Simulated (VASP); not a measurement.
# KCl in VASP: notebook, part 2 of 2

VASP 6.6.1. Earlier steps stand in the parts before.

### Step 4. Electric field gradients, PBE (equal xx and yy strain of -2 %)

Input file INCAR:

```
ALGO     = Normal         # electronic algorithm
EDIFF    = 1E-8           # SCF threshold, eV
ENCUT    = 520            # plane-wave cutoff, eV
GGA      = PE             # functional
ISIF     = 2              # what is computed and relaxed
ISMEAR   = -1             # smearing method
LASPH    = T              # aspherical terms in the spheres
LCHARG   = F              # write CHGCAR
LEFG     = T            
LREAL    = F              # projectors in reciprocal space
LWAVE    = F              # write WAVECAR
NBANDS   = 15             # bands
NELM     = 80             # most SCF steps
PREC     = Accurate       # precision mode
SIGMA    = 0.03           # smearing width, eV
```

Input file KPOINTS:

```
k-points
0
Gamma
  7 7 7
```

Input file POSCAR:

```
KCl
1.0
    0.0000000000      3.0929780000      3.1561000000
    3.0929780000      0.0000000000      3.1561000000
    3.0929780000      3.0929780000      0.0000000000
K Cl
1 1
Direct
    0.0000000000      0.0000000000      0.0000000000
    0.5000000000      0.5000000000      0.5000000000
```

Potentials or basis: VASP PAW PBE potentials, release 64 (K_sv, Cl).

On the command line:

```sh
cat potpaw_PBE.64/K_sv/POTCAR potpaw_PBE.64/Cl/POTCAR > POTCAR
mpirun -np 1 vasp_std > vasp.out
```

OUTCAR:

```text
EDIFF = 1E-8
   ENCUT = 520
   GGA = PE
   ISIF = 2
   ISMEAR = -1
   LASPH = T
   LREAL = F
   NELM = 80
   PREC = Accurate

 ion  position               nearest neighbor table
   1  0.000  0.000  0.000-   2 3.09   2 3.09   2 3.09   2 3.09   2 3.16   2 3.16
   2  0.500  0.500  0.500-   1 3.09   1 3.09   1 3.09   1 3.09   1 3.16   1 3.16

  LATTYP: Found a body centered tetragonal cell.
 ALAT       =     4.3741314357
 C/A-ratio  =     1.4430750636

  Lattice vectors:

 A1 = (  -3.0929780000,   0.0000000000,   3.1561000000)
 A2 = (   3.0929780000,   0.0000000000,   3.1561000000)
 A3 = (   0.0000000000,   3.0929780000,  -3.1561000000)

Analysis of symmetry for initial positions (statically):
=====================================================================
 Subroutine PRICEL returns:
 Original cell was already a primitive cell.

 Routine SETGRP: Setting up the symmetry group for a
 body centered tetragonal supercell.

 Subroutine GETGRP returns: Found 16 space group operations
 (whereof 16 operations were pure point group operations)
 out of a pool of 16 trial point group operations.

The static configuration has the point symmetry D_4h.

Analysis of symmetry for dynamics (positions and initial velocities):
=====================================================================
 Subroutine PRICEL returns:
 Original cell was already a primitive cell.

 Routine SETGRP: Setting up the symmetry group for a
 body centered tetragonal supercell.

 Subroutine GETGRP returns: Found 16 space group operations
 (whereof 16 operations were pure point group operations)
 out of a pool of 16 trial point group operations.

The dynamic configuration has the point symmetry D_4h.

 Subroutine INISYM returns: Found 16 space group operations
 (whereof 16 operations are pure point group operations),
 and found     1 'primitive' translations

----------------------------------------------------------------------------------------

                                     Primitive cell

  volume of cell :      60.3857

  direct lattice vectors                    reciprocal lattice vectors
     0.000000000  3.092978000  3.156100000    -0.161656501  0.161656501  0.158423371
     3.092978000  0.000000000  3.156100000     0.161656501 -0.161656501  0.158423371
     3.092978000  3.092978000  0.000000000     0.161656501  0.161656501 -0.158423371

  length of vectors
     4.418990848  4.418990848  4.374131436     0.278143152  0.278143152  0.278143152

  position of ions in fractional coordinates (direct lattice)
     0.000000000  0.000000000  0.000000000
     0.500000000  0.500000000  0.500000000

  ion indices of the primitive-cell ions
   primitive index   ion index
                 1           1
                 2           2

----------------------------------------------------------------------------------------

 KPOINTS: k-points
[... 84 lines left out ...]
   EFERMI_NEDOS =   21; number of points for ismear=-14 and -15
   IALGO  =     38    algorithm
   IMIX   =      4    mixing-type and parameters
     AMIX     =   0.40;   BMIX     =  1.00
     AMIX_MAG =   1.60;   BMIX_MAG =  1.00
  volume/ion in A,a.u.               =      30.19       203.75
  Fermi-wavevector in a.u.,A,eV,Ry     =   1.051486  1.987020 15.042902  1.105622
  Thomas-Fermi vector in A             =   2.186531
   LORBIT       =      0    0 simple, 1 ext, 2 COOP (PROOUT), +10 PAW based schemes
   GGA     = PE    functional components
   LHFCALC =     F    Hartree Fock is set to
   AEXX    =    0.0000 exact exchange contribution
   IVDW    =     0    specifies the selected vdW correction
   LEPSILON=     F    determine dielectric tensor
   LRPA    =     F    only Hartree local field effects (RPA)
 non-spin polarized calculation
  energy-cutoff  :      520.00
  volume of cell :       60.39
 maximum number of plane-waves:      1647
 NGX is ok and might be reduce to    36
   NGX = 17   NGY = 17   NGZ = 17

 number of electron      16.0000002 magnetization

 Free energy of the ion-electron system (eV)
  ---------------------------------------------------
  ext. energy  EPLUGINS =         0.00000000
  ---------------------------------------------------
  free energy    TOTEN  =        -6.78783375 eV

  energy without entropy =       -6.78783375  energy(sigma->0) =       -6.78783375

 E-fermi :  -0.9716     XC(G=0):  -7.6671

 val. band max:       -1.7089479960   @ k =   0.0000   0.0000   0.0000
 cond. band min:       3.5804995785   @ k =   0.0000   0.0000   0.0000
 fundamental gap:      5.2894475745
 Fermi energy:        -0.9715530498

 k-point     1 :       0.0000    0.0000    0.0000
  band No.  band energies     occupation
      1     -28.8367      2.00000
      2     -13.8690      2.00000
      3     -12.2987      2.00000
      4     -12.2983      2.00000
      5     -12.2983      2.00000
      6      -1.7250      2.00000
      7      -1.7089      2.00000
      8      -1.7089      2.00000
      9       3.5805      0.00000
     10       6.5955      0.00000
     11       6.7265      0.00000
     12       6.7265      0.00000
     13       7.5311      0.00000
     14       7.6238      0.00000
[... 401 lines left out ...]
      2     -13.9520      2.00000
      3     -12.3689      2.00000
      4     -12.3448      2.00000
      5     -12.1522      2.00000
      6      -2.5387      2.00000
      7      -2.1273      2.00000
      8      -2.0599      2.00000
      9       6.1516      0.00000
     10       6.5843      0.00000
     11       8.2201      0.00000
     12       8.7268      0.00000
     13       9.2431      0.00000
     14       9.8440      0.00000
     15      10.2871      0.00000

 [... further k-points ...]

------------------------ aborting loop because EDIFF is reached ----------------------------------------

  FORCE on cell =-STRESS in cart. coord.  units (eV):
  Direction    XX          YY          ZZ          XY          YZ          ZX
  --------------------------------------------------------------------------------------
  -------------------------------------------------------------------------------------
  Total        0.6671888      0.6671888      0.3361298      0.0000000      0.0000000     -0.0000000
  in kB       17.7021054     17.7021054      8.9183220      0.0000000      0.0000000     -0.0000000
  external PRESSURE =      14.7741776 kB  Pullay stress =       0.0000000 kB

 VOLUME and BASIS-vectors are now :
 -----------------------------------------------------------------------------
  energy-cutoff  :      520.00
  volume of cell :       60.39
      direct lattice vectors                 reciprocal lattice vectors
     0.000000000  3.092978000  3.156100000    -0.161656501  0.161656501  0.158423371
     3.092978000  0.000000000  3.156100000     0.161656501 -0.161656501  0.158423371
     3.092978000  3.092978000  0.000000000     0.161656501  0.161656501 -0.158423371

 POSITION                                       TOTAL-FORCE (eV/Angst)
 -----------------------------------------------------------------------------------
      0.00000      0.00000      0.00000         0.000000      0.000000      0.000000
      3.09298      3.09298      3.15610        -0.000000     -0.000000      0.000000
 -----------------------------------------------------------------------------------
    total drift:                                0.000000      0.000000      0.000000

  FREE ENERGIE OF THE ION-ELECTRON SYSTEM (eV)
  ---------------------------------------------------
  free  energy   TOTEN  =        -6.7878337549 eV

  energy  without entropy=       -6.7878337549  energy(sigma->0) =       -6.78783375

 Electric field gradients (V/A^2)
---------------------------------------------------------------------
 ion       V_xx      V_yy      V_zz      V_xy      V_xz      V_yz
---------------------------------------------------------------------
   1      -2.025    -2.025     4.049    -0.000    -0.000    -0.000
   2      -1.145    -1.145     2.289     0.001     0.000     0.000
---------------------------------------------------------------------

 Electric field gradients after diagonalization (V/A^2)
 (convention: |V_zz| > |V_xx| > |V_yy|)
----------------------------------------------------------------------
 ion       V_xx      V_yy      V_zz     asymmetry (V_yy - V_xx)/ V_zz
----------------------------------------------------------------------
   1      -2.025    -2.025     4.049       0.000
   2      -1.145    -1.144     2.289       0.000
----------------------------------------------------------------------

           NMR quadrupolar parameters

 Cq : quadrupolar parameter    Cq=e*Q*V_zz/h
 eta: asymmetry parameters     (V_yy - V_xx)/ V_zz
 Q  : nuclear electric quadrupole moment in mb (millibarn)
----------------------------------------------------------------------
 ion       Cq(MHz)       eta       Q (mb)
----------------------------------------------------------------------
   1       0.010       0.000       1.000
   2       0.006       0.000       1.000
----------------------------------------------------------------------
```

Run time: 44 s. Hardware: 1 thread of AMD EPYC 7R43 (Zen 3), shared host; peak memory 0.18 GiB.

What came out:

```
Free energy            : -6.7878 eV
Pressure               : 1.5 GPa
Band gap on the k mesh : 5.29 eV, direct
```

Electric field gradients, principal values (V/Å²):
| atom | least | middle | greatest (by size) |
| --- | --- | --- | --- |
| 1 K | -2.025 | -2.025 | 4.049 |
| 2 Cl | -1.144 | -1.145 | 2.289 |

Caveat: the cell differs from its parent crystal (equal xx and yy strain of -2 %); without QUAD_EFG the Cq values of the log hold for a quadrupole moment of 1 mb, not for the nuclei.
